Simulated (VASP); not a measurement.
Here is a VASP 6.6.1 calculation.

Contents of INCAR:

```
SYSTEM = NaCl
PREC = Accurate
ENCUT = 520
EDIFF = 1E-8
ISMEAR = 0
SIGMA = 0.01
LREAL = .False.
LASPH = .True.
NELM = 100
ALGO = Normal
ISIF = 2
LWAVE = .False.
LCHARG = .False.
GGA = CA
LEPSILON = .True.
```

The input KPOINTS:

```
Automatic mesh
0
Gamma
  8 8 8
  0 0 0
```

File POSCAR:

```
NaCl
1.0
    3.5021900000      0.0000000000      0.0000000000
    0.0000000000      3.5021900000      0.0000000000
    0.0000000000      0.0000000000      3.5021900000
Cl Na
1 1
Direct
    0.5000000000      0.5000000000      0.5000000000
    0.0000000000      0.0000000000      0.0000000000
```

Potentials or basis: VASP PAW LDA potentials, release 64 (Cl, Na_pv).

The run is started by

```bash
$ cat potpaw_LDA.64/Cl/POTCAR potpaw_LDA.64/Na_pv/POTCAR > POTCAR
$ mpirun -np 1 vasp_std > vasp.out
```

Task: Predict the electronic dielectric tensor (diagonal).

Result: 2.80.

Task: Predict the Born charges (mean of the diagonal).

Result: Cl -1.19; Na +1.19 e.

Task: Estimate the band gap on the k mesh.

Result: 3.61 eV (least direct gap 4.12 eV).

Born effective charge tensors (e):
atom 1, Cl
```
-1.19  0.00  0.00
 0.00 -1.19  0.00
 0.00  0.00 -1.19
```
atom 2, Na
```
1.19 0.00 0.00
0.00 1.19 0.00
0.00 0.00 1.19
```

A k mesh can miss the band edges.
